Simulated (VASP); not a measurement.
# Be2C (R-3m) in VASP: notebook, part 3 of 3

VASP 6.6.1.

### Step 4. Relaxation of the atoms, LDA (equal xy, yz and zx engineering shears of +0.5 %)

Contents of INCAR:

```
SYSTEM = Be2C
  PREC = Accurate
  ENCUT = 520
  EDIFF = 1E-7
  ISMEAR = 0
  SIGMA = 0.01
  LREAL = .False.
  LASPH = .True.
  NELM = 120
  ALGO = Normal
  ISIF = 2
  LWAVE = .False.
  LCHARG = .False.
  GGA = CA
  IBRION = 2
  NSW = 50
  EDIFFG = -0.002
  GGA_COMPAT = .False.
  NELMIN = 4
```

Contents of KPOINTS:

```
regular mesh
0
Gamma
  10 10 10
  0 0 0
```

Contents of POSCAR:

```
Be2C
1.0
    0.0106707707      2.1394895267      2.1394895267
    2.1394895267      0.0106707707      2.1394895267
    2.1394895267      2.1394895267      0.0106707707
Be C
2 1
Direct
    0.2500000000      0.2500000000      0.2500000000
    0.7500000000      0.7500000000      0.7500000000
    0.0000000000      0.0000000000      0.0000000000
```

Potentials or basis: VASP PAW LDA potentials, release 64 (Be, C).

On the command line:

```
$ cat potpaw_LDA.64/Be/POTCAR potpaw_LDA.64/C/POTCAR > POTCAR
$ mpirun -np 1 vasp_std > vasp.out
```

OUTCAR:

```text
SYSTEM = Be2C
   PREC = Accurate
   ENCUT = 520
   EDIFF = 1E-7
   ISMEAR = 0
   LREAL = .False.
   LASPH = .True.
   NELM = 120
   ISIF = 2
   GGA = CA
   IBRION = 2
   NSW = 50
   EDIFFG = -0.002
   NELMIN = 4

 ion  position               nearest neighbor table
   1  0.250  0.250  0.250-   3 1.85   3 1.85   3 1.85   3 1.86   2 2.13   2 2.13   2 2.13   2 2.13
                             2 2.13   2 2.13
   2  0.750  0.750  0.750-   3 1.85   3 1.85   3 1.85   3 1.86   1 2.13   1 2.13   1 2.13   1 2.13
                             1 2.13   1 2.13
   3  0.000  0.000  0.000-   2 1.85   2 1.85   1 1.85   1 1.85   2 1.85   1 1.85   2 1.86   1 1.86

  LATTYP: Found a trigonal (rhomboedric) cell.
 ALAT       =     3.0257139216
 COS(alpha) =     0.5049812503

  Lattice vectors:

 A1 = (   0.0106707707,   2.1394895267,   2.1394895267)
 A2 = (   2.1394895267,   0.0106707707,   2.1394895267)
 A3 = (   2.1394895267,   2.1394895267,   0.0106707707)

Analysis of symmetry for initial positions (statically):
=====================================================================
 Subroutine PRICEL returns:
 Original cell was already a primitive cell.

 Routine SETGRP: Setting up the symmetry group for a
 trigonal (rhombohedral) supercell.

 Subroutine GETGRP returns: Found 12 space group operations
 (whereof 12 operations were pure point group operations)
 out of a pool of 12 trial point group operations.

The static configuration has the point symmetry D_3d.

Analysis of symmetry for dynamics (positions and initial velocities):
=====================================================================
 Subroutine PRICEL returns:
 Original cell was already a primitive cell.

 Routine SETGRP: Setting up the symmetry group for a
 trigonal (rhombohedral) supercell.

 Subroutine GETGRP returns: Found 12 space group operations
 (whereof 12 operations were pure point group operations)
 out of a pool of 12 trial point group operations.

The dynamic configuration has the point symmetry D_3d.

 Subroutine INISYM returns: Found 12 space group operations
 (whereof 12 operations are pure point group operations),
 and found     1 'primitive' translations

----------------------------------------------------------------------------------------

                                     Primitive cell

  volume of cell :      19.4401

  direct lattice vectors                    reciprocal lattice vectors
     0.010670771  2.139489527  2.139489527    -0.235456297  0.234287779  0.234287779
     2.139489527  0.010670771  2.139489527     0.234287779 -0.235456297  0.234287779
     2.139489527  2.139489527  0.010670771     0.234287779  0.234287779 -0.235456297

  length of vectors
     3.025713922  3.025713922  3.025713922     0.406474101  0.406474101  0.406474101

  position of ions in fractional coordinates (direct lattice)
     0.250000000  0.250000000  0.250000000
     0.750000000  0.750000000  0.750000000
     0.000000000  0.000000000  0.000000000

  ion indices of the primitive-cell ions
   primitive index   ion index
                 1           1
                 2           2
                 3           3
[... 56 lines left out ...]
   total plane-waves  NPLWV =  13824
   dimension x,y,z NGX =    24 NGY =   24 NGZ =   24
   dimension x,y,z NGXF=    48 NGYF=   48 NGZF=   48
   ions per type =               2   1
   NGX,Y,Z   is equivalent  to a cutoff of  13.19, 13.19, 13.19 a.u.
   NGXF,Y,Z  is equivalent  to a cutoff of  26.37, 26.37, 26.37 a.u.
 SYSTEM =  Be2C
   PREC   = accura    normal or accurate (medium, high low for compatibility)
   ISTART =      0    job   : 0-new  1-cont  2-samecut
   ICHARG =      2    charge: 1-file 2-atom 10-const
   ISPIN  =      1    spin polarized calculation?
   LNONCOLLINEAR =      F non collinear calculations
   LSORBIT =      F    spin-orbit coupling
   LASPH  =      T    aspherical Exc in radial PAW
   ENCUT  =  520.0 eV  38.22 Ry    6.18 a.u.   5.63  5.63  5.63*2*pi/ulx,y,z
   NELM   =    120;   NELMIN=  4; NELMDL= -5     # of ELM steps
   EDIFF  = 0.1E-06   stopping-criterion for ELM
   LREAL  =      F    real-space projection
   EDIFFG = -.2E-02   stopping-criterion for IOM
   NSW    =     50    number of steps for IOM
   IBRION =      2    ionic relax: 0-MD 1-quasi-New 2-CG
   NFREE  =      1    steps in history (QN), initial steepest desc. (CG)
   ISIF   =      2    stress and relaxation
   ISYM   =      2    0-nonsym 1-usesym 2-fastsym
   POTIM  = 0.5000    time-step for ionic-motion
   TEBEG  =    0.0;   TEEND  =   0.0 temperature during run
   PSTRESS=    0.0 pullay stress
   NELECT =       8.0000    total number of electrons
   NUPDOWN=      -1.0000    fix difference up-down
   EMIN   =  10.00;   EMAX   =-10.00  energy-range for DOS
   EFERMI =   0.00;   METHOD = LEGACY
   ISMEAR =     0;   SIGMA  =   0.01  broadening in eV -4-tet -1-fermi 0-gaus
   EFERMI_NEDOS =   21; number of points for ismear=-14 and -15
   IALGO  =     38    algorithm
   IMIX   =      4    mixing-type and parameters
     AMIX     =   0.40;   BMIX     =  1.00
     AMIX_MAG =   1.60;   BMIX_MAG =  1.00
  volume/ion in A,a.u.               =       6.48        43.73
  Fermi-wavevector in a.u.,A,eV,Ry     =   1.217695  2.301109 20.174452  1.482780
  Thomas-Fermi vector in A             =   2.353006
   LORBIT       =      0    0 simple, 1 ext, 2 COOP (PROOUT), +10 PAW based schemes
   GGA     = CA    functional components
   LHFCALC =     F    Hartree Fock is set to
   AEXX    =    0.0000 exact exchange contribution
   IVDW    =     0    specifies the selected vdW correction
   LEPSILON=     F    determine dielectric tensor
   LRPA    =     F    only Hartree local field effects (RPA)
 conjugate gradient relaxation of ions
 non-spin polarized calculation
 Gauss-broadening in eV      SIGMA  =   0.01
  energy-cutoff  :      520.00
  volume of cell :       19.44
 maximum number of plane-waves:       544
   NGX = 11   NGY = 11   NGZ = 11

--------------------------------------- Ionic step        1  -------------------------------------------

 number of electron       7.9999999 magnetization

 Free energy of the ion-electron system (eV)
  ---------------------------------------------------
  ext. energy  EPLUGINS =         0.00000000
  ---------------------------------------------------
  free energy    TOTEN  =       -19.42951476 eV

  energy without entropy =      -19.42951476  energy(sigma->0) =      -19.42951476

------------------------ aborting loop because EDIFF is reached ----------------------------------------

  FORCE on cell =-STRESS in cart. coord.  units (eV):
  Direction    XX          YY          ZZ          XY          YZ          ZX
  --------------------------------------------------------------------------------------
  -------------------------------------------------------------------------------------
  Total        0.0800976      0.0800976      0.0800976     -0.1368189     -0.1368189     -0.1368189
  in kB        6.6013234      6.6013234      6.6013234    -11.2760619    -11.2760619    -11.2760619
  external PRESSURE =       6.6013234 kB  Pullay stress =       0.0000000 kB
[... 61 lines left out ...]
--------------------------------------- Ionic step        3  -------------------------------------------

 number of electron       7.9999999 magnetization

 Free energy of the ion-electron system (eV)
  ---------------------------------------------------
  ext. energy  EPLUGINS =         0.00000000
  ---------------------------------------------------
  free energy    TOTEN  =       -19.42952572 eV

  energy without entropy =      -19.42952572  energy(sigma->0) =      -19.42952572

 E-fermi :   8.0892     XC(G=0): -11.6914

 val. band max:        7.9558195486   @ k =   0.0000   0.0000   0.0000
 cond. band min:       9.1428456855   @ k =   0.5000   0.5000   0.0000
 fundamental gap:      1.1870261370
 Fermi energy:         8.0892294453

 k-point     1 :       0.0000    0.0000    0.0000
  band No.  band energies     occupation
      1      -7.2294      2.00000
      2       7.9253      2.00000
      3       7.9558      2.00000
      4       7.9558      2.00000
      5      11.9324      0.00000
      6      12.1007      0.00000
      7      12.1007      0.00000
      8      15.2999      0.00000
[... 243 lines left out ...]
 k-point    24 :       0.4000    0.3000    0.0000
  band No.  band energies     occupation
      1      -4.7024      2.00000
      2       2.3952      2.00000
      3       3.6688      2.00000
      4       3.7215      2.00000
      5      10.7244      0.00000
      6      13.9895      0.00000
      7      18.3938      0.00000
      8      18.6254      0.00000

 [... further k-points ...]

------------------------ aborting loop because EDIFF is reached ----------------------------------------

  FORCE on cell =-STRESS in cart. coord.  units (eV):
  Direction    XX          YY          ZZ          XY          YZ          ZX
  --------------------------------------------------------------------------------------
  -------------------------------------------------------------------------------------
  Total        0.0800179      0.0800179      0.0800179     -0.1351985     -0.1351985     -0.1351985
  in kB        6.5947527      6.5947527      6.5947527    -11.1425120    -11.1425120    -11.1425120
  external PRESSURE =       6.5947527 kB  Pullay stress =       0.0000000 kB
[... 18 lines left out ...]
  FREE ENERGIE OF THE ION-ELECTRON SYSTEM (eV)
  ---------------------------------------------------
  free  energy   TOTEN  =       -19.4295257185 eV

  energy  without entropy=      -19.4295257185  energy(sigma->0) =      -19.42952572

 reached required accuracy - stopping structural energy minimisation
```

CONTCAR:

```text
Be2C
   1.00000000000000
     0.0106707707000000    2.1394895266999998    2.1394895266999998
     2.1394895266999998    0.0106707707000000    2.1394895266999998
     2.1394895266999998    2.1394895266999998    0.0106707707000000
  Be              C
     2     1
Direct
     0.2501075375966593    0.2501075375966593    0.2501075375966593
     0.7498924624033407    0.7498924624033407    0.7498924624033407
     0.0000000000000000    0.0000000000000000    0.0000000000000000

  0.00000000E+00  0.00000000E+00  0.00000000E+00
  0.00000000E+00  0.00000000E+00  0.00000000E+00
  0.00000000E+00  0.00000000E+00  0.00000000E+00
```

Wall time 9.3 s (1 thread of Intel Xeon 6975P-C (Granite Rapids), shared host); peak memory 0.13 GiB.

Results:

| Item | Value |
| --- | --- |
| Free energy | -19.4295 eV |
| Energy gained by relaxing | 0.0 meV/atom |
| Ionic steps | 3 |
| Pressure after relaxing | 0.7 GPa |
| Band gap on the k mesh | 1.19 eV, indirect (least direct gap 3.98 eV) |

Stress tensor (GPa, compression positive):
```
 0.66 -1.11 -1.11
-1.11  0.66 -1.11
-1.11 -1.11  0.66
```

Final structure:
```xyz
3
Lattice="0.0107 2.1395 2.1395 2.1395 0.0107 2.1395 2.1395 2.1395 0.0107" Properties=species:S:1:pos:R:3 pbc="T T T"
Be    1.0729    1.0729    1.0729
Be    3.2168    3.2168    3.2168
C     0.0000    0.0000    0.0000
```

Levels at points of the mesh, in eV from the valence-band top:
| k point | band 2 | band 3 | band 4 | band 5 | band 6 | band 7 |
| --- | --- | --- | --- | --- | --- | --- |
| (0.00, 0.00, 0.00) | -0.03 | 0.00 | 0.00 | 3.98 | 4.14 | 4.14 |
| (0.50, 0.00, 0.00) | -8.96 | -1.94 | -1.93 | 4.93 | 5.02 | 7.55 |
| (0.50, 0.50, 0.00) | -6.86 | -4.97 | -4.89 | 1.19 | 6.10 | 13.52 |
| (0.50, 0.50, 0.50) | -8.98 | -1.87 | -1.87 | 5.06 | 5.06 | 7.67 |

Caveat: the cell differs from its parent crystal (equal xy, yz and zx engineering shears of +0.5 %). A k mesh can miss the band edges.

### Step 5. The runs side by side

```tsv
task	cell	cutoff (eV)	gap on the mesh (eV)	pressure (GPa)
single point	a = 3.026 Å, angles 59.7°, 3 atoms	600	1.19	0.5
relaxation of the atoms	atoms relaxed from a = 3.011 Å, angles 60.3°, 3 atoms	520	1.18	0.7
relaxation of the atoms	atoms relaxed from a = 3.026 Å, angles 59.7°, 3 atoms	520	1.19	0.7
```

Alike in all rows: level LDA; potentials or basis VASP PAW LDA potentials, release 64 (Be, C); no spin polarisation; k mesh 10 × 10 × 10; smearing gaussian 0.01 eV.

Total energies depend on the potentials used, so only differences within one code and one set of settings carry meaning.
